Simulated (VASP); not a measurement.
Wanted: the native input for a VASP 6.6.1 run.

```yaml
Task: relaxation of cell and atoms
Functional: LDA
Potentials_or_basis: VASP PAW LDA potentials, release 64 (Cu)
Cutoff: 600 eV
k_mesh: 26 × 26 × 26
Occupations: methfessel-paxton, width 0.1 eV
Spin: no spin polarisation
Dipole_correction: no
Further_INCAR_settings: ALGO = Normal; EDIFF = 1e-06; IBRION = 2; EDIFFG = -0.005; NSW = 60; ISIF = 3
```

The structure of Cu lies in POSCAR:

```
Cu
1.0
    0.0000000000      1.8050000000      1.8050000000
    1.8050000000      0.0000000000      1.8050000000
    1.8050000000      1.8050000000      0.0000000000
Cu
1
Direct
    0.0000000000      0.0000000000      0.0000000000
```

One way to write it, as run:

INCAR

```
PREC = Accurate
ENCUT = 600
EDIFF = 1E-6
ISMEAR = 1
SIGMA = 0.1
LREAL = F
LASPH = T
NELM = 60
ALGO = Normal
ISIF = 3
LWAVE = F
LCHARG = F
IBRION = 2
NSW = 60
EDIFFG = -0.005
```

KPOINTS

```
Automatic mesh
0
Gamma
  26 26 26
```

Potentials or basis: VASP PAW LDA potentials, release 64 (Cu).

Launch:

```console
$ cat potpaw_LDA.64/Cu/POTCAR > POTCAR
$ mpirun -np 1 vasp_std > vasp.out
```

It gave:

* Relaxed volume: 10.94 Å³/atom
* Relaxed cell: a = 2.492 Å, b = 2.492 Å, c = 2.492 Å, α = 60.00°, β = 60.00°, γ = 60.00°
* Space group after relaxing (to 0.1 Å): Fm-3m (No. 225)
* Energy gained by relaxing: 30.8 meV/atom
* Ionic steps: 5
* Pressure after relaxing: -0.1 GPa
* Band gap on the k mesh: zero (an odd number of electrons rules out a gap without spin polarisation)

It took 3.8 min on 1 thread of Intel Xeon 8259CL, on a shared host, peak memory 0.19 GiB.
